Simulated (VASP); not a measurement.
# FeO (I4/mmm) in VASP: relaxation of cell and atoms with PBE

Aim: the relaxation of cell and atoms of FeO with PBE.

Program: VASP 6.6.1. These are calculated values, not measurements. Logs are shortened: lines on timing, memory, paths and dates and some standing lists are left out, and cuts for length are marked.

### Step 1. The cell of the first run

The structure is tetragonal, space group I4/mmm (No. 139). Conventional cell: a = 3.204 Å, b = 3.204 Å, c = 4.167 Å, α = 90.00°, β = 90.00°, γ = 90.00°. Within 2.8 Å of Fe (site symmetry 4/mmm) lie 6 O at 2.08 to 2.27 Å. O (site symmetry 4/mmm) has 6 Fe at 2.08 to 2.27 Å within 2.8 Å.

### Step 2. Relaxation of cell and atoms, PBE, collinear spin, ferromagnetic start

Contents of INCAR:

```
SYSTEM = FeO
PREC     = Accurate       ! precision mode
ENCUT    = 600            ! plane-wave cutoff, eV
EDIFF    = 1E-7           ! SCF threshold, eV
ISMEAR   = 0              ! smearing method
SIGMA    = 0.1            ! smearing width, eV
LREAL    = .False.        ! projectors in reciprocal space
LASPH    = .True.         ! aspherical terms in the spheres
NELM     = 150            ! most SCF steps
ALGO     = Normal         ! electronic algorithm
ISIF     = 3              ! what is computed and relaxed
LWAVE    = .False.        ! write WAVECAR
LCHARG   = .False.        ! write CHGCAR
ISPIN    = 2              ! spin polarisation
MAGMOM   = 3.74 3.74 0.34 0.34 ! initial moments
LORBIT   = 11             ! projections on sites
LMAXMIX  = 4              ! l up to which the mixer works
GGA      = PE             ! functional
IBRION   = 2              ! ionic algorithm
NSW      = 90             ! ionic steps
EDIFFG   = -0.04          ! ionic threshold
```

Contents of KPOINTS:

```
regular mesh
0
Gamma
  6 6 4
  0 0 0
```

Contents of POSCAR:

```
FeO
1.0
    2.6281662533     -1.6021035014      0.0000000000
    2.6281662533      1.6021035014      0.0000000000
   -1.3498295265      0.0000000000      5.0800586090
Fe O
2 2
Direct
    0.5000000000      0.5000000000      0.5000000000
    0.0000000000      0.0000000000      0.0000000000
    0.7500000000      0.7500000000      0.2500000000
    0.2500000000      0.2500000000      0.7500000000
```

Potentials or basis: VASP PAW PBE potentials, release 64 (Fe, O).

Started as:

```bash
$ cat potpaw_PBE.64/Fe/POTCAR potpaw_PBE.64/O/POTCAR > POTCAR
$ mpirun -np 1 vasp_std > vasp.out
```

OUTCAR:

```text
SYSTEM = FeO
   PREC = Accurate
   ENCUT = 600
   EDIFF = 1E-7
   ISMEAR = 0
   LREAL = .False.
   LASPH = .True.
   NELM = 150
   ISIF = 3
   ISPIN = 2
   LORBIT = 11
   GGA = PE
   IBRION = 2
   NSW = 90
   EDIFFG = -0.04

 ion  position               nearest neighbor table
   1  0.500  0.500  0.500-   3 2.08   4 2.08   4 2.27   4 2.27   3 2.27   3 2.27   2 3.08   2 3.08
                             2 3.08   2 3.08
   2  0.000  0.000  0.000-   3 2.08   4 2.08   3 2.27   3 2.27   4 2.27   4 2.27   1 3.08   1 3.08
                             1 3.08   1 3.08
   3  0.750  0.750  0.250-   1 2.08   2 2.08   1 2.27   1 2.27   2 2.27   2 2.27
   4  0.250  0.250  0.750-   1 2.08   2 2.08   2 2.27   2 2.27   1 2.27   1 2.27

  LATTYP: Found a base centered monoclinic cell.
 ALAT       =     5.2563325066
 B/A-ratio  =     0.6095898611
 C/A-ratio  =     1.0000000688
 COS(beta)  =    -0.2568006175

  Lattice vectors:

 A1 = (   2.6281662533,  -1.6021035014,   0.0000000000)
 A2 = (   2.6281662533,   1.6021035014,   0.0000000000)
 A3 = (  -1.3498295265,   0.0000000000,   5.0800586090)

Analysis of symmetry for initial positions (statically):
=====================================================================
 Subroutine PRICEL returns following result:

  LATTYP: Found a body centered tetragonal cell.
 ALAT       =     3.2042066493
 C/A-ratio  =     1.3004106651
[... 12 lines left out ...]
 Subroutine GETGRP returns: Found  4 space group operations
 (whereof  4 operations were pure point group operations)
 out of a pool of  4 trial point group operations.

The static configuration has the point symmetry C_2h.

Analysis of symmetry for dynamics (positions and initial velocities):
=====================================================================
 Subroutine PRICEL returns following result:

  LATTYP: Found a body centered tetragonal cell.
 ALAT       =     3.2042066493
 C/A-ratio  =     1.3004106651
[... 12 lines left out ...]
 Subroutine GETGRP returns: Found  4 space group operations
 (whereof  4 operations were pure point group operations)
 out of a pool of  4 trial point group operations.

The dynamic configuration has the point symmetry C_2h.

Analysis of structural, dynamic, and magnetic symmetry:
=====================================================================
 Subroutine PRICEL returns following result:

  LATTYP: Found a body centered tetragonal cell.
 ALAT       =     3.2042066493
 C/A-ratio  =     1.3004106651
[... 12 lines left out ...]
 Subroutine GETGRP returns: Found  4 space group operations
 (whereof  4 operations were pure point group operations)
 out of a pool of  4 trial point group operations.

The overall configuration has the point symmetry C_2h.

 Subroutine INISYM returns: Found  4 space group operations
 (whereof  4 operations are pure point group operations),
 and found     2 'primitive' translations

----------------------------------------------------------------------------------------

                                     Primitive cell

  volume of cell :      21.3901

  direct lattice vectors                    reciprocal lattice vectors
    -0.674914763  1.602103501  2.540029304    -0.000000000  0.000000000  0.393696245
    -2.628166253 -1.602103501  0.000000000    -0.190246716 -0.312089699  0.146297400
     2.628166253 -1.602103501  0.000000000     0.190246716 -0.312089699  0.247398846

  length of vectors
     3.077985451  3.077985296  3.077985296     0.393696245  0.393696231  0.441361510

  position of ions in fractional coordinates (direct lattice)
     1.000000000  0.000000000  1.000000000
     0.500000000  0.500000000  1.000000000

  ion indices of the primitive-cell ions
   primitive index   ion index
                 1           1
                 2           3

----------------------------------------------------------------------------------------

 KPOINTS: regular mesh

Automatic generation of k-mesh.
 Grid dimensions read from file:
 generate k-points for:    6    6    4

 Generating k-lattice:

  Cartesian coordinates                     Fractional coordinates (reciprocal lattice)
     0.031707786 -0.052014950  0.008425120     0.166666667  0.000000000  0.000000000
     0.031707786  0.052014950  0.008425120     0.000000000  0.166666667  0.000000000
     0.000000000  0.000000000  0.049212031     0.000000000  0.000000000  0.250000000

  Length of vectors
     0.061497328  0.061497328  0.049212031

  Shift w.r.t. Gamma in fractional coordinates (k-lattice)
     0.000000000  0.000000000  0.000000000

 Subroutine IBZKPT returns following result:
 ===========================================

 Found     47 irreducible k-points:

 Following reciprocal coordinates:
            Coordinates               Weight
  0.000000  0.000000  0.000000      1.000000
  0.166667  0.000000 -0.000000      4.000000
  0.333333 -0.000000  0.000000      4.000000
  0.500000  0.000000 -0.000000      2.000000
  0.166667  0.166667 -0.000000      2.000000
  0.333333  0.166667  0.000000      4.000000
[... 16 lines left out ...]
 -0.333333  0.166667  0.250000      4.000000
 -0.166667  0.166667  0.250000      4.000000
 [... further k-points ...]
   k-points           NKPTS =     47   k-points in BZ     NKDIM =     47   number of bands    NBANDS=     22
   number of dos      NEDOS =    301   number of ions     NIONS =      4
   total plane-waves  NPLWV =  32928
   dimension x,y,z NGX =    28 NGY =   28 NGZ =   42
   dimension x,y,z NGXF=    56 NGYF=   56 NGZF=   84
   ions per type =               2   2
   NGX,Y,Z   is equivalent  to a cutoff of  15.12, 15.12, 13.28 a.u.
   NGXF,Y,Z  is equivalent  to a cutoff of  30.25, 30.25, 26.57 a.u.
 SYSTEM =  FeO
   PREC   = accura    normal or accurate (medium, high low for compatibility)
   ISTART =      0    job   : 0-new  1-cont  2-samecut
   ICHARG =      2    charge: 1-file 2-atom 10-const
   ISPIN  =      2    spin polarized calculation?
   LNONCOLLINEAR =      F non collinear calculations
   LSORBIT =      F    spin-orbit coupling
   LASPH  =      T    aspherical Exc in radial PAW
   ENCUT  =  600.0 eV  44.10 Ry    6.64 a.u.   6.15  6.15 10.50*2*pi/ulx,y,z
   NELM   =    150;   NELMIN=  2; NELMDL= -5     # of ELM steps
   EDIFF  = 0.1E-06   stopping-criterion for ELM
   LREAL  =      F    real-space projection
   EDIFFG = -.4E-01   stopping-criterion for IOM
   NSW    =     90    number of steps for IOM
   IBRION =      2    ionic relax: 0-MD 1-quasi-New 2-CG
   NFREE  =      1    steps in history (QN), initial steepest desc. (CG)
   ISIF   =      3    stress and relaxation
   ISYM   =      2    0-nonsym 1-usesym 2-fastsym
   POTIM  = 0.5000    time-step for ionic-motion
   TEBEG  =    0.0;   TEEND  =   0.0 temperature during run
   PSTRESS=    0.0 pullay stress
   NELECT =      28.0000    total number of electrons
   NUPDOWN=      -1.0000    fix difference up-down
   EMIN   =  10.00;   EMAX   =-10.00  energy-range for DOS
   EFERMI =   0.00;   METHOD = LEGACY
   ISMEAR =     0;   SIGMA  =   0.10  broadening in eV -4-tet -1-fermi 0-gaus
   EFERMI_NEDOS =   21; number of points for ismear=-14 and -15
   IALGO  =     38    algorithm
   IMIX   =      4    mixing-type and parameters
     AMIX     =   0.40;   BMIX     =  1.00
     AMIX_MAG =   1.60;   BMIX_MAG =  1.00
  volume/ion in A,a.u.               =      10.70        72.17
  Fermi-wavevector in a.u.,A,eV,Ry     =   1.421391  2.686039 27.488551  2.020351
  Thomas-Fermi vector in A             =   2.542205
   LORBIT       =     11    0 simple, 1 ext, 2 COOP (PROOUT), +10 PAW based schemes
   GGA     = PE    functional components
   LHFCALC =     F    Hartree Fock is set to
   AEXX    =    0.0000 exact exchange contribution
   IVDW    =     0    specifies the selected vdW correction
   LEPSILON=     F    determine dielectric tensor
   LRPA    =     F    only Hartree local field effects (RPA)
 conjugate gradient relaxation of ions
 spin polarized calculation
 Gauss-broadening in eV      SIGMA  =   0.10
  energy-cutoff  :      600.00
  volume of cell :       42.78
 maximum number of plane-waves:      1458
 NGX is ok and might be reduce to    28
   NGX = 13   NGY = 13   NGZ = 21

--------------------------------------- Ionic step        1  -------------------------------------------

 number of electron      27.9999989 magnetization       8.0128521

 Free energy of the ion-electron system (eV)
  ---------------------------------------------------
  ext. energy  EPLUGINS =         0.00000000
  ---------------------------------------------------
  free energy    TOTEN  =       -29.73584942 eV

  energy without entropy =      -29.71852827  energy(sigma->0) =      -29.72718885

------------------------ aborting loop because EDIFF is reached ----------------------------------------

  FORCE on cell =-STRESS in cart. coord.  units (eV):
  Direction    XX          YY          ZZ          XY          YZ          ZX
  --------------------------------------------------------------------------------------
  -------------------------------------------------------------------------------------
  Total       -1.9991465     -2.7732296     -2.2401471      0.0000000      0.0000000     -0.6630016
  in kB      -74.8709060   -103.8614269    -83.8967211      0.0000000      0.0000000    -24.8303625
  external PRESSURE =     -87.5430180 kB  Pullay stress =       0.0000000 kB
[... 215 lines left out ...]
--------------------------------------- Ionic step        7  -------------------------------------------

 number of electron      28.0000003 magnetization       8.0012451

 Free energy of the ion-electron system (eV)
  ---------------------------------------------------
  ext. energy  EPLUGINS =         0.00000000
  ---------------------------------------------------
  free energy    TOTEN  =       -29.87057300 eV

  energy without entropy =      -29.85620248  energy(sigma->0) =      -29.86338774

 E-fermi :   6.2138     XC(G=0): -12.1690

 val. band max:        6.2134312065   @ k =  -0.3333   0.3333   0.0000
 cond. band min:       6.2163890726   @ k =  -0.1667   0.5000   0.2500
 fundamental gap:      0.0029578660
 Fermi energy:         6.2137653179

 spin component 1

 k-point     1 :       0.0000    0.0000    0.0000
  band No.  band energies     occupation
      1     -14.5161      1.00000
      2     -13.3442      1.00000
      3      -2.5276      1.00000
      4      -0.4246      1.00000
      5      -0.4115      1.00000
      6       2.3345      1.00000
[... 589 lines left out ...]
     21      15.0935      0.00000
     22      15.7896      0.00000

 [... further k-points ...]

 spin component 2

 k-point     1 :       0.0000    0.0000    0.0000
  band No.  band energies     occupation
      1     -13.9837      1.00000
      2     -12.7952      1.00000
      3      -1.7830      1.00000
      4       1.0579      1.00000
      5       1.0732      1.00000
      6       2.9615      1.00000
[... 622 lines left out ...]
  FREE ENERGIE OF THE ION-ELECTRON SYSTEM (eV)
  ---------------------------------------------------
  free  energy   TOTEN  =       -29.8705730042 eV

  energy  without entropy=      -29.8562024829  energy(sigma->0) =      -29.86338774

 reached required accuracy - stopping structural energy minimisation

 total charge

# of ion       s       p       d       tot
------------------------------------------
    1        0.288   0.359   6.087   6.733
    2        0.288   0.359   6.087   6.733
    3        1.553   3.441   0.000   4.993
    4        1.553   3.441   0.000   4.993
--------------------------------------------------
tot          3.680   7.599  12.174  23.453

 magnetization (x)

# of ion       s       p       d       tot
------------------------------------------
    1        0.027   0.021   3.571   3.619
    2        0.027   0.021   3.571   3.619
    3        0.030   0.271   0.000   0.301
    4        0.030   0.271   0.000   0.301
--------------------------------------------------
tot          0.114   0.585   7.142   7.841
```

Wall time 9.9 min (1 thread of Oxide Virtual Turin-like, shared host); peak memory 0.23 GiB.

What came out:

| Item | Value |
| --- | --- |
| Free energy | -29.8706 eV |
| Relaxed volume | 10.00 Å³/atom |
| Relaxed cell | a = 3.043 Å, b = 3.043 Å, c = 5.274 Å, α = 106.62°, β = 106.62°, γ = 60.25° |
| Space group after relaxing (to 0.1 Å) | Fm-3m (No. 225) |
| Energy gained by relaxing | 33.7 meV/atom |
| Ionic steps | 7 |
| Pressure after relaxing | -0.1 GPa |
| Band gap on the k mesh | zero (filled and empty bands overlap) |
| Net moment | 8.00 μB per cell |
| Site moments | Fe +3.62; O +0.30 μB |
| Valence electrons inside the program's atomic spheres | Fe 6.73; O 4.99 |

Stress tensor (GPa, compression positive):
```
 0.21  0.00 -0.26
 0.00 -0.17  0.00
-0.26  0.00 -0.40
```

Step by step:
```csv
step,energy change (eV),largest force (eV/Å),pressure (GPa),volume (Å³)
1,0.0000,0.0000,-8.75,42.78
2,-0.0748,0.0000,4.95,39.26
3,-0.0841,0.0000,1.15,40.08
4,-0.1158,0.0000,1.38,39.82
5,-0.1300,0.0000,2.57,39.46
6,-0.1311,0.0000,-2.35,40.51
7,-0.1347,0.0000,-0.12,40.01
```

Final structure:
```xyz
4
Lattice="2.6300 -1.5272 -0.1024 2.6300 1.5272 -0.1024 -1.5490 0.0000 5.0411" Properties=species:S:1:pos:R:3 pbc="T T T"
Fe    1.8555    0.0000    2.4181
Fe    0.0000    0.0000    0.0000
O     3.5577    0.0000    1.1067
O     0.1533    0.0000    3.7296
```

Levels at points of the mesh, in eV from the Fermi level:
Spin up:
| k point | band 14 | band 15 | band 16 | band 17 | band 18 | band 19 | band 20 | band 21 | band 22 |
| --- | --- | --- | --- | --- | --- | --- | --- | --- | --- |
| (0.00, 0.00, 0.00) | -3.08 | -3.06 | -2.50 | -0.36 | -0.32 | 0.09 | 4.09 | 8.47 | 12.50 |
| (0.50, 0.00, 0.00) | -2.64 | -1.76 | -1.76 | -1.59 | -1.59 | 6.10 | 6.10 | 8.39 | 8.39 |
| (0.50, 0.50, 0.00) | -2.79 | -2.79 | -2.50 | -0.36 | -0.31 | 4.07 | 5.29 | 8.51 | 8.78 |
| (0.00, 0.00, 0.50) | -3.09 | -1.44 | -1.44 | -1.42 | -1.42 | 2.77 | 2.77 | 10.60 | 10.60 |
| (0.50, 0.00, 0.50) | -2.81 | -2.79 | -2.50 | -0.36 | -0.32 | 4.10 | 5.29 | 8.47 | 8.73 |
| (0.50, 0.50, 0.50) | -2.63 | -1.73 | -1.73 | -1.61 | -1.61 | 6.10 | 6.10 | 8.41 | 8.41 |
Spin down:
```tsv
k point	band 7	band 8	band 9	band 10	band 11	band 12	band 13	band 14
(0.00, 0.00, 0.00)	-3.25	-3.23	-0.75	-0.75	-0.72	0.18	0.20	0.39
(0.50, 0.00, 0.00)	-4.81	-4.81	-0.71	-0.71	0.55	0.55	0.64	0.64
(0.50, 0.50, 0.00)	-4.44	-4.42	-2.11	0.38	0.40	0.60	0.73	0.73
(0.00, 0.00, 0.50)	-4.39	-4.39	-0.23	-0.23	-0.17	-0.17	-0.16	-0.16
(0.50, 0.00, 0.50)	-4.43	-4.40	-2.11	0.38	0.39	0.59	0.72	0.73
(0.50, 0.50, 0.50)	-4.84	-4.84	-0.71	-0.71	0.56	0.56	0.65	0.65
```

Caveat: the k points lie up to 0.40 Å⁻¹ apart in the final cell, too coarse for converged energies and pressures of a metal; semilocal functionals often make such compounds metallic where correlation or magnetic order opens a gap, which also shifts bond lengths; the run started ferromagnetic, and an antiferromagnetic order may lie lower in energy. With open d or f shells a metallic result of PBE can be an artefact of self-interaction; +U or a hybrid may open a gap.
